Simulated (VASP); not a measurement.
Here is a VASP 6.6.1 calculation.

INCAR

```
PREC = Accurate ; ENCUT = 400
EDIFF = 1E-6 ; ISMEAR = -1
SIGMA = 0.1551 ; LREAL = Auto
LASPH = True ; NELM = 120
ALGO = Normal ; ISIF = 2
LWAVE = False ; LCHARG = False
GGA = PE ; NBANDS = 66
ISYM = -1 ; GGA_COMPAT = False
```

The input KPOINTS:

```
explicit points
1
Reciprocal
  0.25000000   0.25000000   0.25000000 1
```

The input POSCAR:

```
Si
1.0
    7.7190500000     -0.0443600000      0.0013740000
   -0.0443600000      7.7822710000      0.2647900000
    0.0013740000      0.2647900000      7.5276290000
Si
24
Direct
    0.9432284846      0.8331975549      0.1577946553
    1.0785813093      0.3876142118      0.7158013051
    0.1843466317      0.7651052799      0.9135389750
    0.3998193304      0.9294035165      0.2168395774
   -0.1169844601      0.6612857415      0.7194558718
    0.2987745999      0.5000000242      0.0450695003
    0.5073114759      0.1872640588      0.5606884059
    0.9045606708      0.2643450883     -0.0405370406
    0.1056431183      0.7310965973      0.3660352786
    0.5384816880      0.6240649907      0.7055673117
    0.5540440402      0.6007463076      0.2157627759
    0.7774933725      0.4100474724      0.4574155094
    0.2558157630      0.6047048417      0.5866385968
    0.6301086250      0.2553245005      1.1377097432
    0.1872224053      0.1283880473      0.0518093925
    0.2383091337      0.0255571646      0.7362423522
    0.8483979449      0.5635473351      0.9903955950
    0.0227703165      0.4480294646      0.1967800209
    0.7109377141      0.0583694920      0.8038634096
    0.7930109775      0.0924626987      0.3313387529
    0.5359512615      0.8128458147      0.9434169989
    0.2522095674      0.2527625955      0.3328146826
   -0.0278795405     -0.0481198402      0.5982321869
    0.4632415460      0.3243125052      0.8237606819
```

Potentials or basis: VASP PAW PBE potentials, release 64 (Si).

Run with:

```console
$ cat potpaw_PBE.64/Si/POTCAR > POTCAR
$ mpirun -np 1 vasp_std > vasp.out
```

(1) Predict the largest force.

(2) Estimate the pressure.

## Answers

(1) 3.445 eV/Å.

(2) -2.8 GPa.

Caveat: the atoms stand as in a frame of molecular dynamics.
